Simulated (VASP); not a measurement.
# Pt (Fm-3m) in VASP: further runs

The runs below take Pt through single point, relaxation of volume and atoms at fixed shape, with LDA.

Everything below comes from runs of VASP 6.6.1. Logs are shortened: lines on timing, memory, paths and dates and some standing lists are left out, and cuts for length are marked.

### 1 The cell of the first run

Symmetry: Fm-3m, No. 225, cubic system. Conventional cell: a = 3.894 Å, b = 3.894 Å, c = 3.894 Å, α = 90.00°, β = 90.00°, γ = 90.00°. Pt (site symmetry m-3m) has 12 Pt at 2.75 Å within 3.6 Å.

### 2 Single point, LDA

INCAR

```
SYSTEM = Pt
  ALGO = Normal
  EDIFF = 1E-7
  ENCUT = 520
  ISIF = 2
  ISMEAR = -1
  LASPH = .TRUE.
  LCHARG = .TRUE.
  LELF = .TRUE.
  LREAL = .FALSE.
  LVHAR = .TRUE.
  LWAVE = .FALSE.
  NBANDS = 11
  NELM = 80
  PREC = Accurate
  SIGMA = 0.05
```

KPOINTS

```
k-points
0
G
  18 18 18
  0 0 0
```

POSCAR

```
Pt
1.0
    0.0000000000      1.9469066745      1.9469066745
    1.9469066745      0.0000000000      1.9469066745
    1.9469066745      1.9469066745      0.0000000000
Pt
1
Direct
    0.0000000000      0.0000000000      0.0000000000
```

Potentials or basis: VASP PAW LDA potentials, release 64 (Pt).

On the command line:

```console
> cat potpaw_LDA.64/Pt/POTCAR > POTCAR
> mpirun -np 1 vasp_std > vasp.out
```

OUTCAR:

```text
SYSTEM = Pt
   EDIFF = 1E-7
   ENCUT = 520
   ISIF = 2
   ISMEAR = -1
   LASPH = .TRUE.
   LREAL = .FALSE.
   NELM = 80
   PREC = Accurate

 ion  position               nearest neighbor table
   1  0.000  0.000  0.000-

  LATTYP: Found a face centered cubic cell.
 ALAT       =     3.8938133490

  Lattice vectors:

 A1 = (   0.0000000000,   1.9469066745,   1.9469066745)
 A2 = (   1.9469066745,   0.0000000000,   1.9469066745)
 A3 = (   1.9469066745,   1.9469066745,   0.0000000000)

Analysis of symmetry for initial positions (statically):
=====================================================================
 Subroutine PRICEL returns:
 Original cell was already a primitive cell.

 Routine SETGRP: Setting up the symmetry group for a
 face centered cubic supercell.

 Subroutine GETGRP returns: Found 48 space group operations
 (whereof 48 operations were pure point group operations)
 out of a pool of 48 trial point group operations.

The static configuration has the point symmetry O_h .

Analysis of symmetry for dynamics (positions and initial velocities):
=====================================================================
 Subroutine PRICEL returns:
 Original cell was already a primitive cell.

 Routine SETGRP: Setting up the symmetry group for a
 face centered cubic supercell.

 Subroutine GETGRP returns: Found 48 space group operations
 (whereof 48 operations were pure point group operations)
 out of a pool of 48 trial point group operations.

The dynamic configuration has the point symmetry O_h .

 Subroutine INISYM returns: Found 48 space group operations
 (whereof 48 operations are pure point group operations),
 and found     1 'primitive' translations

----------------------------------------------------------------------------------------

                                     Primitive cell

  volume of cell :      14.7593

  direct lattice vectors                    reciprocal lattice vectors
     0.000000000  1.946906675  1.946906675    -0.256817652  0.256817652  0.256817652
     1.946906675  0.000000000  1.946906675     0.256817652 -0.256817652  0.256817652
     1.946906675  1.946906675  0.000000000     0.256817652  0.256817652 -0.256817652

  length of vectors
     2.753341824  2.753341824  2.753341824     0.444821221  0.444821221  0.444821221

  position of ions in fractional coordinates (direct lattice)
     0.000000000  0.000000000  0.000000000

  ion indices of the primitive-cell ions
   primitive index   ion index
                 1           1

----------------------------------------------------------------------------------------

 KPOINTS: k-points

Automatic generation of k-mesh.
 Grid dimensions read from file:
 generate k-points for:   18   18   18

 Generating k-lattice:

  Cartesian coordinates                     Fractional coordinates (reciprocal lattice)
    -0.014267647  0.014267647  0.014267647     0.055555556  0.000000000  0.000000000
     0.014267647 -0.014267647  0.014267647     0.000000000  0.055555556  0.000000000
     0.014267647  0.014267647 -0.014267647     0.000000000  0.000000000  0.055555556

  Length of vectors
     0.024712290  0.024712290  0.024712290

  Shift w.r.t. Gamma in fractional coordinates (k-lattice)
     0.000000000  0.000000000  0.000000000

 Subroutine IBZKPT returns following result:
 ===========================================

 Found    195 irreducible k-points:

 Following reciprocal coordinates:
            Coordinates               Weight
  0.000000  0.000000  0.000000      1.000000
  0.055556  0.000000  0.000000      8.000000
  0.111111  0.000000  0.000000      8.000000
  0.166667  0.000000  0.000000      8.000000
  0.222222  0.000000  0.000000      8.000000
  0.277778  0.000000  0.000000      8.000000
[... 16 lines left out ...]
 -0.277778  0.055556  0.000000     24.000000
 -0.222222  0.055556  0.000000     24.000000
 [... further k-points ...]
   k-points           NKPTS =    195   k-points in BZ     NKDIM =    195   number of bands    NBANDS=     11
   number of dos      NEDOS =    301   number of ions     NIONS =      1
   total plane-waves  NPLWV =   8000
   dimension x,y,z NGX =    20 NGY =   20 NGZ =   20
   dimension x,y,z NGXF=    40 NGYF=   40 NGZF=   40
   ions per type =               1
   NGX,Y,Z   is equivalent  to a cutoff of  12.08, 12.08, 12.08 a.u.
   NGXF,Y,Z  is equivalent  to a cutoff of  24.15, 24.15, 24.15 a.u.
 SYSTEM =  Pt
   PREC   = accura    normal or accurate (medium, high low for compatibility)
   ISTART =      0    job   : 0-new  1-cont  2-samecut
   ICHARG =      2    charge: 1-file 2-atom 10-const
   ISPIN  =      1    spin polarized calculation?
   LNONCOLLINEAR =      F non collinear calculations
   LSORBIT =      F    spin-orbit coupling
   LASPH  =      T    aspherical Exc in radial PAW
   ENCUT  =  520.0 eV  38.22 Ry    6.18 a.u.   5.12  5.12  5.12*2*pi/ulx,y,z
   NELM   =     80;   NELMIN=  2; NELMDL= -5     # of ELM steps
   EDIFF  = 0.1E-06   stopping-criterion for ELM
   LREAL  =      F    real-space projection
   EDIFFG = 0.1E-05   stopping-criterion for IOM
   NSW    =      0    number of steps for IOM
   IBRION =     -1    ionic relax: 0-MD 1-quasi-New 2-CG
   NFREE  =      0    steps in history (QN), initial steepest desc. (CG)
   ISIF   =      2    stress and relaxation
   ISYM   =      2    0-nonsym 1-usesym 2-fastsym
   POTIM  = 0.5000    time-step for ionic-motion
   TEBEG  =    0.0;   TEEND  =   0.0 temperature during run
   PSTRESS=    0.0 pullay stress
   NELECT =      10.0000    total number of electrons
   NUPDOWN=      -1.0000    fix difference up-down
   EMIN   =  10.00;   EMAX   =-10.00  energy-range for DOS
   EFERMI =   0.00;   METHOD = LEGACY
   ISMEAR =    -1;   SIGMA  =   0.05  broadening in eV -4-tet -1-fermi 0-gaus
   EFERMI_NEDOS =   21; number of points for ismear=-14 and -15
   IALGO  =     38    algorithm
   IMIX   =      4    mixing-type and parameters
     AMIX     =   0.40;   BMIX     =  1.00
     AMIX_MAG =   1.60;   BMIX_MAG =  1.00
  volume/ion in A,a.u.               =      14.76        99.60
  Fermi-wavevector in a.u.,A,eV,Ry     =   1.437870  2.717181 28.129649  2.067471
  Thomas-Fermi vector in A             =   2.556900
   LORBIT       =      0    0 simple, 1 ext, 2 COOP (PROOUT), +10 PAW based schemes
   GGA     = CA    functional components
   LHFCALC =     F    Hartree Fock is set to
   AEXX    =    0.0000 exact exchange contribution
   IVDW    =     0    specifies the selected vdW correction
   LEPSILON=     F    determine dielectric tensor
   LRPA    =     F    only Hartree local field effects (RPA)
 non-spin polarized calculation
  energy-cutoff  :      520.00
  volume of cell :       14.76
 maximum number of plane-waves:       411
   NGX = 11   NGY = 11   NGZ = 11

 number of electron      10.0000000 magnetization

 Free energy of the ion-electron system (eV)
  ---------------------------------------------------
  ext. energy  EPLUGINS =         0.00000000
  ---------------------------------------------------
  free energy    TOTEN  =        -7.51017146 eV

  energy without entropy =       -7.49411414  energy(sigma->0) =       -7.50214280

 E-fermi :  11.5679     XC(G=0): -13.8131

 val. band max:       11.5632299720   @ k =  -0.3333   0.3889   0.1111
 cond. band min:      11.5791131859   @ k =   0.3889   0.2222   0.0000
 fundamental gap:      0.0158832140
 Fermi energy:        11.5679495775

 k-point     1 :       0.0000    0.0000    0.0000
  band No.  band energies     occupation
      1       1.0746      2.00000
      2       7.6091      2.00000
      3       7.6091      2.00000
      4       7.6091      2.00000
      5       9.8796      2.00000
      6       9.8796      2.00000
      7      26.1223      0.00000
      8      31.1660      0.00000
      9      31.1660      0.00000
     10      31.1660      0.00000
     11      36.6988      0.00000

 k-point     2 :       0.0556    0.0000    0.0000
  band No.  band energies     occupation
      1       1.2019      2.00000
      2       7.5506      2.00000
      3       7.6607      2.00000
      4       7.6607      2.00000
      5       9.8496      2.00000
      6       9.8496      2.00000
      7      26.3259      0.00000
      8      30.5078      0.00000
      9      31.3659      0.00000
     10      31.3659      0.00000
     11      37.4430      0.00000

 k-point     3 :       0.1111    0.0000    0.0000
  band No.  band energies     occupation
      1       1.5722      2.00000
      2       7.4008      2.00000
      3       7.7963      2.00000
      4       7.7963      2.00000
      5       9.7852      2.00000
      6       9.7852      2.00000
      7      26.8826      0.00000
      8      29.1204      0.00000
      9      31.9481      0.00000
     10      31.9481      0.00000
     11      38.3487      0.00000

 k-point     4 :       0.1667    0.0000    0.0000
  band No.  band energies     occupation
      1       2.1438      2.00000
      2       7.2343      2.00000
      3       7.9498      2.00000
      4       7.9498      2.00000
      5       9.7655      2.00000
      6       9.7655      2.00000
      7      27.5381      0.00000
      8      27.5992      0.00000
      9      32.8570      0.00000
     10      32.8570      0.00000
     11      36.7681      0.00000

 k-point     5 :       0.2222    0.0000    0.0000
  band No.  band energies     occupation
      1       2.8238      2.00000
      2       7.1791      2.00000
      3       8.0185      2.00000
      4       8.0185      2.00000
      5       9.9045      2.00000
      6       9.9045      2.00000
      7      25.8624      0.00000
      8      28.0390      0.00000
      9      33.9555      0.00000
     10      33.9555      0.00000
     11      35.3899      0.00000
[... 211 lines left out ...]
 k-point    21 :      -0.3889    0.0556    0.0000
  band No.  band energies     occupation
      1       4.0746      2.00000
      2       7.5835      2.00000
      3       7.7118      2.00000
      4       9.3005      2.00000
      5      11.0820      1.99988
      6      11.8840      0.00359
      7      19.4012      0.00000
      8      26.2728      0.00000
      9      30.5615      0.00000
     10      31.8429      0.00000
     11      38.3113      0.00000

 k-point    22 :      -0.3333    0.0556    0.0000
  band No.  band energies     occupation
      1       3.9949      2.00000
      2       7.7186      2.00000
      3       7.8367      2.00000
      4       8.2762      2.00000
      5      10.5823      2.00000
      6      11.3588      1.96994
      7      21.3936      0.00000
      8      26.8635      0.00000
      9      31.3528      0.00000
     10      33.3228      0.00000
     11      36.5290      0.00000

 k-point    23 :      -0.2778    0.0556    0.0000
  band No.  band energies     occupation
      1       3.7103      2.00000
      2       7.4451      2.00000
      3       7.9101      2.00000
      4       7.9863      2.00000
      5      10.0676      2.00000
      6      10.8342      2.00000
      7      23.4508      0.00000
      8      27.6237      0.00000
      9      32.3236      0.00000
     10      34.8668      0.00000
     11      35.1935      0.00000

 k-point    24 :      -0.2222    0.0556    0.0000
  band No.  band energies     occupation
      1       3.1551      2.00000
      2       7.1030      2.00000
      3       8.0214      2.00000
      4       8.0905      2.00000
      5       9.6649      2.00000
      6      10.3770      2.00000
      7      25.3546      0.00000
      8      28.1589      0.00000
      9      32.8109      0.00000
     10      34.1717      0.00000
     11      35.4337      0.00000

 [... further k-points ...]

------------------------ aborting loop because EDIFF is reached ----------------------------------------

  FORCE on cell =-STRESS in cart. coord.  units (eV):
  Direction    XX          YY          ZZ          XY          YZ          ZX
  --------------------------------------------------------------------------------------
  -------------------------------------------------------------------------------------
  Total        0.0736947      0.0736947      0.0736947      0.0000000      0.0000000      0.0000000
  in kB        7.9998436      7.9998436      7.9998436      0.0000000      0.0000000      0.0000000
  external PRESSURE =       7.9998436 kB  Pullay stress =       0.0000000 kB

 VOLUME and BASIS-vectors are now :
 -----------------------------------------------------------------------------
  energy-cutoff  :      520.00
  volume of cell :       14.76
      direct lattice vectors                 reciprocal lattice vectors
     0.000000000  1.946906675  1.946906675    -0.256817652  0.256817652  0.256817652
     1.946906675  0.000000000  1.946906675     0.256817652 -0.256817652  0.256817652
     1.946906675  1.946906675  0.000000000     0.256817652  0.256817652 -0.256817652

 POSITION                                       TOTAL-FORCE (eV/Angst)
 -----------------------------------------------------------------------------------
      0.00000      0.00000      0.00000         0.000000      0.000000      0.000000
 -----------------------------------------------------------------------------------
    total drift:                                0.000000     -0.000000     -0.000000

  FREE ENERGIE OF THE ION-ELECTRON SYSTEM (eV)
  ---------------------------------------------------
  free  energy   TOTEN  =        -7.5101714588 eV

  energy  without entropy=       -7.4941141352  energy(sigma->0) =       -7.50214280
```

It took 9.2 s on 1 thread of Intel Xeon 6975P-C (Granite Rapids), shared host; peak memory 0.14 GiB.

What came out:

* Free energy: -7.5102 eV
* Pressure: 0.8 GPa
* Band gap on the k mesh: zero (bands 5 and 6 overlap by 2.31 eV)

Caveat: spin-orbit coupling is left out, which moves the levels of the heavy elements.

(Part 1 of 2 ends here.)
